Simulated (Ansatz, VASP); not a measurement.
**Zr: VASP beside Ansatz**

```
CELL_PARAMETERS angstrom
3.28048 0.00000 0.00000
-1.64024 2.84098 0.00000
0.00000 0.00000 5.22421
ATOMIC_POSITIONS crystal
Zr 0.33333 0.66667 0.25000
Zr 0.66667 0.33333 0.75000
```

Change from the starting cell: strain +0.015 along x and y, +0.015 along z, atoms carried along.

Alike in both runs: task single point; functional PBEsol; k mesh 18 × 18 × 10; occupations gaussian, width 0.15 eV; no spin polarisation.

|  | VASP | Ansatz |
| --- | --- | --- |
| version | VASP 6.6.1 | Ansatz 0.2.0 |
| potentials or method | VASP PAW PBE potentials, release 64 (Zr_sv), cutoff 520 eV | scalar-relativistic, plane waves, PAW |
| valence electrons in the cell | 24 | 24 |

```csv
,VASP,Ansatz,Ansatz less VASP
gap on the k mesh at the Fermi level (eV),none,none,-
pressure (GPa),-6.9,-6.9,-0.04
"traceless stress, the component that is largest in VASP (GPa)",0.10,0.10,-0.001
```

VASP's potentials were made for PBE, not for PBEsol. A gap of «none» marks a metal or a gap that the smearing closes. The functional is the same, so the differences come from potentials, cutoffs and numerics.
